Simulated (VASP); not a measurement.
# Ir (P6_3/mmc) in VASP: further runs, part 3 of 3

VASP 6.6.1. The steps go on from the part before.

### 5 Single point, PBE

This run uses another cell than the first one, of 14.79 Å³/atom, 1.003 times its volume.

Contents of INCAR:

```
PREC = Accurate
ENCUT = 520
EDIFF = 1E-6
ISMEAR = 0
SIGMA = 0.15
LREAL = F
LASPH = T
NELM = 60
ALGO = Fast
ISIF = 2
LWAVE = F
LCHARG = F
GGA = PE
NBANDS = 16
```

Contents of KPOINTS:

```
regular mesh
0
Gamma
  18 18 10
```

Contents of POSCAR:

```
Ir
1.0
    2.6654000000      0.0000000000      0.0000000000
   -1.3327000000      2.3083041113      0.0000000000
    0.0000000000      0.0000000000      4.8092000000
Ir
2
Direct
    0.6666666667      0.3333333333      0.7500000000
    0.3333333333      0.6666666667      0.2500000000
```

Potentials or basis: VASP PAW PBE potentials, release 64 (Ir).

Run with:

```
> cat potpaw_PBE.64/Ir/POTCAR > POTCAR
> mpirun -np 1 vasp_std > vasp.out
```

OUTCAR:

```text
PREC = Accurate
   ENCUT = 520
   EDIFF = 1E-6
   ISMEAR = 0
   LREAL = F
   LASPH = T
   NELM = 60
   ISIF = 2
   GGA = PE

 ion  position               nearest neighbor table
   1  0.667  0.333  0.750-   2 2.85   2 2.85   2 2.85   2 2.85   2 2.85   2 2.85
   2  0.333  0.667  0.250-   1 2.85   1 2.85   1 2.85   1 2.85   1 2.85   1 2.85

  LATTYP: Found a hexagonal cell.
 ALAT       =     2.6654000000
 C/A-ratio  =     1.8043070458

  Lattice vectors:

 A1 = (   2.6654000000,   0.0000000000,   0.0000000000)
 A2 = (  -1.3327000000,   2.3083041113,   0.0000000000)
 A3 = (   0.0000000000,   0.0000000000,   4.8092000000)

Analysis of symmetry for initial positions (statically):
=====================================================================
 Subroutine PRICEL returns:
 Original cell was already a primitive cell.

 Routine SETGRP: Setting up the symmetry group for a
 hexagonal supercell.

 Subroutine GETGRP returns: Found 24 space group operations
 (whereof 12 operations were pure point group operations)
 out of a pool of 24 trial point group operations.

The static configuration has the point symmetry D_3d.
 The point group associated with its full space group is D_6h.

Analysis of symmetry for dynamics (positions and initial velocities):
=====================================================================
 Subroutine PRICEL returns:
 Original cell was already a primitive cell.

 Routine SETGRP: Setting up the symmetry group for a
 hexagonal supercell.

 Subroutine GETGRP returns: Found 24 space group operations
 (whereof 12 operations were pure point group operations)
 out of a pool of 24 trial point group operations.

The dynamic configuration has the point symmetry D_3d.
 The point group associated with its full space group is D_6h.

 Subroutine INISYM returns: Found 24 space group operations
 (whereof 12 operations are pure point group operations),
 and found     1 'primitive' translations

----------------------------------------------------------------------------------------

                                     Primitive cell

  volume of cell :      29.5889

  direct lattice vectors                    reciprocal lattice vectors
     2.665400000  0.000000000  0.000000000     0.375178210  0.216609240  0.000000000
    -1.332700000  2.308304111  0.000000000     0.000000000  0.433218481  0.000000000
     0.000000000  0.000000000  4.809200000     0.000000000  0.000000000  0.207934792

  length of vectors
     2.665400000  2.665400000  4.809200000     0.433218481  0.433218481  0.207934792

  position of ions in fractional coordinates (direct lattice)
     0.666666667  0.333333333  0.750000000
     0.333333333  0.666666667  0.250000000

  ion indices of the primitive-cell ions
   primitive index   ion index
                 1           1
                 2           2

----------------------------------------------------------------------------------------

 KPOINTS: regular mesh

Automatic generation of k-mesh.
 Grid dimensions read from file:
 generate k-points for:   18   18   10

 Generating k-lattice:

  Cartesian coordinates                     Fractional coordinates (reciprocal lattice)
     0.020843234  0.012033847  0.000000000     0.055555556  0.000000000  0.000000000
     0.000000000  0.024067693  0.000000000     0.000000000  0.055555556  0.000000000
     0.000000000  0.000000000  0.020793479     0.000000000  0.000000000  0.100000000

  Length of vectors
     0.024067693  0.024067693  0.020793479

  Shift w.r.t. Gamma in fractional coordinates (k-lattice)
     0.000000000  0.000000000  0.000000000

 Subroutine IBZKPT returns following result:
 ===========================================

 Found    222 irreducible k-points:

 Following reciprocal coordinates:
            Coordinates               Weight
  0.000000  0.000000  0.000000      1.000000
  0.055556  0.000000  0.000000      6.000000
  0.111111  0.000000  0.000000      6.000000
  0.166667  0.000000  0.000000      6.000000
  0.222222  0.000000  0.000000      6.000000
  0.277778 -0.000000  0.000000      6.000000
[... 16 lines left out ...]
  0.333333  0.111111  0.000000     12.000000
  0.388889  0.111111  0.000000     12.000000
 [... further k-points ...]
   k-points           NKPTS =    222   k-points in BZ     NKDIM =    222   number of bands    NBANDS=     16
   number of dos      NEDOS =    301   number of ions     NIONS =      2
   total plane-waves  NPLWV =  14400
   dimension x,y,z NGX =    20 NGY =   20 NGZ =   36
   dimension x,y,z NGXF=    40 NGYF=   40 NGZF=   72
   ions per type =               2
   NGX,Y,Z   is equivalent  to a cutoff of  12.47, 12.47, 12.44 a.u.
   NGXF,Y,Z  is equivalent  to a cutoff of  24.95, 24.95, 24.89 a.u.
 SYSTEM =  unknown system
   PREC   = accura    normal or accurate (medium, high low for compatibility)
   ISTART =      0    job   : 0-new  1-cont  2-samecut
   ICHARG =      2    charge: 1-file 2-atom 10-const
   ISPIN  =      1    spin polarized calculation?
   LNONCOLLINEAR =      F non collinear calculations
   LSORBIT =      F    spin-orbit coupling
   LASPH  =      T    aspherical Exc in radial PAW
   ENCUT  =  520.0 eV  38.22 Ry    6.18 a.u.   4.96  4.96  8.94*2*pi/ulx,y,z
   NELM   =     60;   NELMIN=  2; NELMDL= -5     # of ELM steps
   EDIFF  = 0.1E-05   stopping-criterion for ELM
   LREAL  =      F    real-space projection
   EDIFFG = 0.1E-04   stopping-criterion for IOM
   NSW    =      0    number of steps for IOM
   IBRION =     -1    ionic relax: 0-MD 1-quasi-New 2-CG
   NFREE  =      0    steps in history (QN), initial steepest desc. (CG)
   ISIF   =      2    stress and relaxation
   ISYM   =      2    0-nonsym 1-usesym 2-fastsym
   POTIM  = 0.5000    time-step for ionic-motion
   TEBEG  =    0.0;   TEEND  =   0.0 temperature during run
   PSTRESS=    0.0 pullay stress
   NELECT =      18.0000    total number of electrons
   NUPDOWN=      -1.0000    fix difference up-down
   EMIN   =  10.00;   EMAX   =-10.00  energy-range for DOS
   EFERMI =   0.00;   METHOD = LEGACY
   ISMEAR =     0;   SIGMA  =   0.15  broadening in eV -4-tet -1-fermi 0-gaus
   EFERMI_NEDOS =   21; number of points for ismear=-14 and -15
   IALGO  =     68    algorithm
   IMIX   =      4    mixing-type and parameters
     AMIX     =   0.40;   BMIX     =  1.00
     AMIX_MAG =   1.60;   BMIX_MAG =  1.00
  volume/ion in A,a.u.               =      14.79        99.84
  Fermi-wavevector in a.u.,A,eV,Ry     =   1.387148  2.621330 26.180066  1.924181
  Thomas-Fermi vector in A             =   2.511397
   LORBIT       =      0    0 simple, 1 ext, 2 COOP (PROOUT), +10 PAW based schemes
   GGA     = PE    functional components
   LHFCALC =     F    Hartree Fock is set to
   AEXX    =    0.0000 exact exchange contribution
   IVDW    =     0    specifies the selected vdW correction
   LEPSILON=     F    determine dielectric tensor
   LRPA    =     F    only Hartree local field effects (RPA)
 non-spin polarized calculation
 RMM-DIIS sequential band-by-band and
 Gauss-broadening in eV      SIGMA  =   0.15
  energy-cutoff  :      520.00
  volume of cell :       29.59
 maximum number of plane-waves:       825
 NGX is ok and might be reduce to    20
   NGX =  9   NGY =  9   NGZ = 17

 number of electron      18.0000000 magnetization

 Free energy of the ion-electron system (eV)
  ---------------------------------------------------
  ext. energy  EPLUGINS =         0.00000000
  ---------------------------------------------------
  free energy    TOTEN  =       -17.32624296 eV

  energy without entropy =      -17.29759218  energy(sigma->0) =      -17.31191757

 E-fermi :   9.6189     XC(G=0): -13.7096

 val. band max:        9.6160111487   @ k =   0.3333   0.0556   0.2000
 cond. band min:       9.6196718879   @ k =   0.2222   0.0000   0.5000
 fundamental gap:      0.0036607391
 Fermi energy:         9.6188580846

 k-point     1 :       0.0000    0.0000    0.0000
  band No.  band energies     occupation
      1      -0.9978      2.00000
      2       1.6737      2.00000
      3       5.1124      2.00000
      4       6.1614      2.00000
      5       6.1614      2.00000
      6       6.5583      2.00000
[... 8 lines left out ...]
     15      24.6994      0.00000
     16      26.8810      0.00000
[... 419 lines left out ...]
 k-point    24 :       0.3889    0.1111    0.0000
  band No.  band energies     occupation
      1       2.8607      2.00000
      2       2.9913      2.00000
      3       3.4101      2.00000
      4       5.8774      2.00000
      5       6.1820      2.00000
      6       6.5130      2.00000
[... 8 lines left out ...]
     15      20.3260      0.00000
     16      23.0190      0.00000

 [... further k-points ...]
[... 5 lines left out ...]
  --------------------------------------------------------------------------------------
  -------------------------------------------------------------------------------------
  Total        2.1945972      2.1945972     -4.4889285      0.0000000     -0.0000000      0.0000000
  in kB      118.8330260    118.8330260   -243.0664465      0.0000000     -0.0000000      0.0000000
  external PRESSURE =      -1.8001315 kB  Pullay stress =       0.0000000 kB

 VOLUME and BASIS-vectors are now :
 -----------------------------------------------------------------------------
  energy-cutoff  :      520.00
  volume of cell :       29.59
      direct lattice vectors                 reciprocal lattice vectors
     2.665400000  0.000000000  0.000000000     0.375178210  0.216609240  0.000000000
    -1.332700000  2.308304111  0.000000000     0.000000000  0.433218481  0.000000000
     0.000000000  0.000000000  4.809200000     0.000000000  0.000000000  0.207934792

 POSITION                                       TOTAL-FORCE (eV/Angst)
 -----------------------------------------------------------------------------------
      1.33270      0.76943      3.60690         0.000000     -0.000000      0.000000
     -0.00000      1.53887      1.20230        -0.000000      0.000000      0.000000
 -----------------------------------------------------------------------------------
    total drift:                               -0.000000      0.000000     -0.000000

  FREE ENERGIE OF THE ION-ELECTRON SYSTEM (eV)
  ---------------------------------------------------
  free  energy   TOTEN  =       -17.3262429587 eV

  energy  without entropy=      -17.2975921759  energy(sigma->0) =      -17.31191757
```

OSZICAR:

```text
N       E                     dE             d eps       ncg     rms          rms(c)
DAV:   1     0.140035662943E+03    0.14004E+03   -0.84599E+03  7104   0.113E+03
[... 13 lines left out ...]
RMM:  15    -0.173263525753E+02   -0.43959E-04   -0.43237E-06  7753   0.257E-02    0.228E-01
RMM:  16    -0.173265137682E+02   -0.16119E-03   -0.76594E-05 11248   0.963E-02    0.205E-01
RMM:  17    -0.173263332624E+02    0.18051E-03   -0.13685E-04 11533   0.122E-01    0.124E-01
RMM:  18    -0.173262531501E+02    0.80112E-04   -0.12084E-04 11843   0.113E-01    0.448E-02
RMM:  19    -0.173262447954E+02    0.83548E-05   -0.95225E-06  8703   0.332E-02    0.207E-02
RMM:  20    -0.173262427535E+02    0.20418E-05   -0.68597E-06  7606   0.221E-02    0.117E-03
RMM:  21    -0.173262429587E+02   -0.20521E-06   -0.93763E-07  4244   0.119E-02
   1 F= -.17326243E+02 E0= -.17311918E+02  d E =-.286508E-01
```

stdout:

```text
POSCAR found type information on POSCAR Ir
 POSCAR found :  1 types and       2 ions
 scaLAPACK will be used
 LDA part: xc-table for (Slater+PW92), standard interpolation
 POSCAR, INCAR and KPOINTS ok, starting setup
 FFT: planning ... GRIDC
 FFT: planning ... GRID_SOFT
 FFT: planning ... GRID
 WAVECAR not read
 entering main loop
```

It took 57 s on 1 thread of Intel Xeon 6975P-C (Granite Rapids), shared host; peak memory 0.21 GiB.

What came out:

| Quantity | Value |
| --- | --- |
| Free energy | -17.3262 eV |
| Pressure | -0.2 GPa |
| Band gap on the k mesh | zero (band 9 reaches 11.20 eV, above the bottom of band 10 at 7.85 eV) |

Stress tensor (GPa, compression positive):
```
 11.88   0.00   0.00
  0.00  11.88   0.00
  0.00   0.00 -24.31
```

Levels at points of the mesh, in eV from the Fermi level:
| k point | band 5 | band 6 | band 7 | band 8 | band 9 | band 10 | band 11 | band 12 | band 13 | band 14 |
| --- | --- | --- | --- | --- | --- | --- | --- | --- | --- | --- |
| (0.00, 0.00, 0.00) | -3.46 | -3.06 | -3.06 | -1.47 | -1.24 | -1.24 | 0.48 | 0.48 | 5.36 | 14.91 |
| (0.50, 0.00, 0.00) | -3.10 | -2.91 | -2.66 | 0.61 | 1.47 | 1.67 | 3.09 | 4.63 | 8.17 | 9.07 |
| (0.00, 0.00, 0.50) | -3.41 | -3.41 | -3.41 | -3.41 | -0.18 | -0.18 | -0.18 | -0.18 | 11.90 | 11.90 |
| (0.50, 0.00, 0.50) | -1.44 | -1.44 | -0.69 | -0.69 | 1.58 | 1.58 | 2.01 | 2.01 | 7.93 | 7.93 |

Caveat: spin-orbit coupling is left out, which moves the levels of the heavy elements.

### 6 Overview

| cell | gap on the mesh (eV) | pressure (GPa) |
| --- | --- | --- |
| a = 2.803, b = 2.803, c = 4.334 Å, angles 90.0, 90.0, 120.0°, 2 atoms | none | -2.4 |
| a = 2.693, b = 2.693, c = 4.691 Å, angles 90.0, 90.0, 120.0°, 2 atoms | none | -1.4 |
| a = 2.748, b = 2.748, c = 4.527 Å, angles 90.0, 90.0, 120.0°, 2 atoms | none | -4.8 |
| a = 2.665, b = 2.665, c = 4.809 Å, angles 90.0, 90.0, 120.0°, 2 atoms | none | -0.2 |

Alike in all rows: task single point; level PBE; potentials or basis VASP PAW PBE potentials, release 64 (Ir); no spin polarisation; k mesh 18 × 18 × 10; cutoff (eV) 520; smearing gaussian 0.15 eV.

Caveats: spin-orbit coupling is left out, which moves the levels of the heavy elements.

Absolute energies hang on the potentials; compare differences alone.
